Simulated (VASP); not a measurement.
# Cu (Fm-3m) in VASP: settings compared

The runs below take Cu through single point, relaxation of cell and atoms, with BLYP+D4, PBE+D3(BJ), PBEsol, HSE06.

Program: VASP 6.6.1. These are calculated values, not measurements. Logs are shortened: lines on timing, memory, paths and dates and some standing lists are left out, and cuts for length are marked.

### 1 The cell of the first run

Symmetry: Fm-3m, No. 225, cubic system. The conventional cell has a = 3.541 Å, b = 3.541 Å, c = 3.541 Å, α = 90.00°, β = 90.00°, γ = 90.00°. Within 3.3 Å of Cu (site symmetry m-3m) lie 12 Cu at 2.50 Å.

### 2 Single point, BLYP+D4

INCAR

```
SYSTEM = Cu
  AGGAC = 1.0
  AGGAX = 1.0
  ALDAC = 0.0
  ALDAX = 1.0
  ALGO = Normal
  EDIFF = 1E-6
  ENCUT = 820
  GGA = B5
  GGA_COMPAT = .FALSE.
  ISIF = 2
  ISMEAR = -1
  IVDW = 13
  LASPH = .TRUE.
  LCHARG = .TRUE.
  LELF = .TRUE.
  LREAL = .FALSE.
  LVHAR = .TRUE.
  LWAVE = .FALSE.
  NBANDS = 16
  NELM = 120
  PREC = Accurate
  SIGMA = 0.05
  VDW_A1 = 0.44488865
  VDW_A2 = 4.0933009
  VDW_S6 = 1.0
  VDW_S8 = 2.34076671
```

KPOINTS

```
k-points
0
G
  13 13 13
  0 0 0
```

POSCAR

```
Cu
1.0
    0.0000000000      1.7706018915      1.7706018915
    1.7706018915      0.0000000000      1.7706018915
    1.7706018915      1.7706018915      0.0000000000
Cu
1
Direct
    0.0000000000      0.0000000000      0.0000000000
```

Potentials or basis: VASP PAW PBE potentials, release 64 (Cu_sv_GW).

Command:

```console
> cat potpaw_PBE.64/Cu_sv_GW/POTCAR > POTCAR
> mpirun -np 1 vasp_std > vasp.out
```

OUTCAR:

```text
SYSTEM = Cu
   EDIFF = 1E-6
   ENCUT = 820
   GGA = B5
   ISIF = 2
   ISMEAR = -1
   IVDW = 13
   LASPH = .TRUE.
   LREAL = .FALSE.
   NELM = 120
   PREC = Accurate

 ion  position               nearest neighbor table
   1  0.000  0.000  0.000-

  LATTYP: Found a face centered cubic cell.
 ALAT       =     3.5412037830

  Lattice vectors:

 A1 = (   0.0000000000,   1.7706018915,   1.7706018915)
 A2 = (   1.7706018915,   0.0000000000,   1.7706018915)
 A3 = (   1.7706018915,   1.7706018915,   0.0000000000)

Analysis of symmetry for initial positions (statically):
=====================================================================
 Subroutine PRICEL returns:
 Original cell was already a primitive cell.

 Routine SETGRP: Setting up the symmetry group for a
 face centered cubic supercell.

 Subroutine GETGRP returns: Found 48 space group operations
 (whereof 48 operations were pure point group operations)
 out of a pool of 48 trial point group operations.

The static configuration has the point symmetry O_h .

Analysis of symmetry for dynamics (positions and initial velocities):
=====================================================================
 Subroutine PRICEL returns:
 Original cell was already a primitive cell.

 Routine SETGRP: Setting up the symmetry group for a
 face centered cubic supercell.

 Subroutine GETGRP returns: Found 48 space group operations
 (whereof 48 operations were pure point group operations)
 out of a pool of 48 trial point group operations.

The dynamic configuration has the point symmetry O_h .

 Subroutine INISYM returns: Found 48 space group operations
 (whereof 48 operations are pure point group operations),
 and found     1 'primitive' translations

----------------------------------------------------------------------------------------

                                     Primitive cell

  volume of cell :      11.1018

  direct lattice vectors                    reciprocal lattice vectors
     0.000000000  1.770601891  1.770601891    -0.282389849  0.282389849  0.282389849
     1.770601891  0.000000000  1.770601891     0.282389849 -0.282389849  0.282389849
     1.770601891  1.770601891  0.000000000     0.282389849  0.282389849 -0.282389849

  length of vectors
     2.504009209  2.504009209  2.504009209     0.489113565  0.489113565  0.489113565

  position of ions in fractional coordinates (direct lattice)
     0.000000000  0.000000000  0.000000000
[... 65 lines left out ...]
   NGXF,Y,Z  is equivalent  to a cutoff of  31.87, 31.87, 31.87 a.u.
 SYSTEM =  Cu
   PREC   = accura    normal or accurate (medium, high low for compatibility)
   ISTART =      0    job   : 0-new  1-cont  2-samecut
   ICHARG =      2    charge: 1-file 2-atom 10-const
   ISPIN  =      1    spin polarized calculation?
   LNONCOLLINEAR =      F non collinear calculations
   LSORBIT =      F    spin-orbit coupling
   LASPH  =      T    aspherical Exc in radial PAW
   ENCUT  =  820.0 eV  60.27 Ry    7.76 a.u.   5.85  5.85  5.85*2*pi/ulx,y,z
   NELM   =    120;   NELMIN=  2; NELMDL= -5     # of ELM steps
   EDIFF  = 0.1E-05   stopping-criterion for ELM
   LREAL  =      F    real-space projection
[... 7 lines left out ...]
   TEBEG  =    0.0;   TEEND  =   0.0 temperature during run
   PSTRESS=    0.0 pullay stress
   NELECT =      19.0000    total number of electrons
   NUPDOWN=      -1.0000    fix difference up-down
   EMIN   =  10.00;   EMAX   =-10.00  energy-range for DOS
   EFERMI =   0.00;   METHOD = LEGACY
   ISMEAR =    -1;   SIGMA  =   0.05  broadening in eV -4-tet -1-fermi 0-gaus
   EFERMI_NEDOS =   21; number of points for ismear=-14 and -15
   IALGO  =     38    algorithm
   IMIX   =      4    mixing-type and parameters
     AMIX     =   0.40;   BMIX     =  1.00
     AMIX_MAG =   1.60;   BMIX_MAG =  1.00
  volume/ion in A,a.u.               =      11.10        74.92
  Fermi-wavevector in a.u.,A,eV,Ry     =   1.958221  3.700502 52.173319  3.834631
  Thomas-Fermi vector in A             =   2.983904
   LORBIT       =      0    0 simple, 1 ext, 2 COOP (PROOUT), +10 PAW based schemes
   GGA     = B5    functional components
   LHFCALC =     F    Hartree Fock is set to
   AEXX    =    0.0000 exact exchange contribution
   IVDW    =    13    specifies the selected vdW correction
   LEPSILON=     F    determine dielectric tensor
   LRPA    =     F    only Hartree local field effects (RPA)
 non-spin polarized calculation
  energy-cutoff  :      820.00
  volume of cell :       11.10
 maximum number of plane-waves:       609
   NGX = 11   NGY = 11   NGZ = 11

 number of electron      18.9999991 magnetization

 Free energy of the ion-electron system (eV)
  ---------------------------------------------------
  ext. energy  EPLUGINS =         0.00000000
  ---------------------------------------------------
  free energy    TOTEN  =        -2.94279562 eV

  energy without entropy =       -2.94026167  energy(sigma->0) =       -2.94152864

 E-fermi :   9.0957     XC(G=0): -13.2288

 val. band max:        8.8896969428   @ k =   0.4615   0.2308   0.0000
 cond. band min:       9.0981644989   @ k =   0.4615   0.3077   0.0000
 fundamental gap:      0.2084675561
 Fermi energy:         9.0957315046

 k-point     1 :       0.0000    0.0000    0.0000
  band No.  band energies     occupation
      1    -103.4201      2.00000
      2     -61.0094      2.00000
      3     -61.0094      2.00000
      4     -61.0094      2.00000
      5      -0.9175      2.00000
      6       5.5616      2.00000
[... 433 lines left out ...]
      3     -61.0443      2.00000
      4     -61.0370      2.00000
      5       3.6681      2.00000
      6       5.1932      2.00000
[... 8 lines left out ...]
     15      40.1136      0.00000
     16      40.2820      0.00000

 [... further k-points ...]

------------------------ aborting loop because EDIFF is reached ----------------------------------------

  DFT-D4 for vdW energy calculation

  Edisp (eV):   -1.16122

  FORCE on cell =-STRESS in cart. coord.  units (eV):
  Direction    XX          YY          ZZ          XY          YZ          ZX
  --------------------------------------------------------------------------------------
  -------------------------------------------------------------------------------------
  Total       0.23872     0.23872     0.23872     0.00000    -0.00000     0.00000
  in kB      34.45134    34.45134    34.45134     0.00000    -0.00000     0.00000
  external pressure =       34.45 kB  Pullay stress =        0.00 kB

 VOLUME and BASIS-vectors are now :
 -----------------------------------------------------------------------------
  energy-cutoff  :      820.00
  volume of cell :       11.10
      direct lattice vectors                 reciprocal lattice vectors
     0.000000000  1.770601891  1.770601891    -0.282389849  0.282389849  0.282389849
     1.770601891  0.000000000  1.770601891     0.282389849 -0.282389849  0.282389849
     1.770601891  1.770601891  0.000000000     0.282389849  0.282389849 -0.282389849

 POSITION                                       TOTAL-FORCE (eV/Angst)
 -----------------------------------------------------------------------------------
      0.00000      0.00000      0.00000        -0.000000      0.000000     -0.000000
 -----------------------------------------------------------------------------------
    total drift:                               -0.000000     -0.000000     -0.000000

  FREE ENERGIE OF THE ION-ELECTRON SYSTEM (eV)
  ---------------------------------------------------
  free  energy   TOTEN  =        -4.1040160180 eV

  energy  without entropy=       -4.1014820701  energy(sigma->0) =       -4.10274904
```

OSZICAR:

```text
N       E                     dE             d eps       ncg     rms          rms(c)
DAV:   1     0.246758638736E+03    0.24676E+03   -0.15014E+04  3632   0.510E+03
DAV:   2     0.592727126931E+01   -0.24083E+03   -0.22950E+03  4064   0.100E+03
DAV:   3    -0.357536417603E+01   -0.95026E+01   -0.94425E+01  3584   0.190E+02
DAV:   4    -0.371509352509E+01   -0.13973E+00   -0.13967E+00  3752   0.162E+01
DAV:   5    -0.372365339484E+01   -0.85599E-02   -0.85599E-02  3936   0.442E+00    0.812E+00
DAV:   6    -0.341690253993E+01    0.30675E+00   -0.49692E+00  3536   0.184E+02    0.497E+00
DAV:   7    -0.295589109071E+01    0.46101E+00   -0.15330E+00  2960   0.980E+01    0.171E+00
DAV:   8    -0.294316907984E+01    0.12722E-01   -0.25410E-02  4360   0.370E+00    0.313E-01
DAV:   9    -0.294287635854E+01    0.29272E-03   -0.21472E-03  4280   0.344E+00    0.841E-02
DAV:  10    -0.294279604527E+01    0.80313E-04   -0.14006E-04  4328   0.870E-01    0.616E-03
DAV:  11    -0.294279561627E+01    0.42900E-06   -0.95789E-07  2736   0.375E-02
   1 F= -.41040160E+01 E0= -.41027490E+01  d E =-.253395E-02
```

It took 31 s on 1 thread of AMD EPYC 7R13 (Zen 3), shared host; peak memory 0.14 GiB.

What came out:

| Item | Value |
| --- | --- |
| Free energy | -4.1040 eV |
| Pressure | 3.4 GPa |
| Band gap on the k mesh | zero (an odd number of electrons rules out a gap without spin polarisation) |
| Dispersion energy per atom | -1.161 eV |

Levels at points of the mesh, in eV from the Fermi level:
| k point | band 7 | band 8 | band 9 | band 10 | band 11 | band 12 | band 13 | band 14 |
| --- | --- | --- | --- | --- | --- | --- | --- | --- |
| (0.00, 0.00, 0.00) | -3.53 | -3.53 | -2.63 | -2.63 | 23.21 | 25.97 | 25.97 | 25.97 |

Caveat: the cell stands under pressure; the dispersion term is far too large for a dense solid, which distorts pressure and volume; the PAW data sets were made with another functional, which shifts forces and pressure a little.

[end of part 1 of 2]

The gap in the log of VASP goes by the Fermi energy; the results here count the filled bands.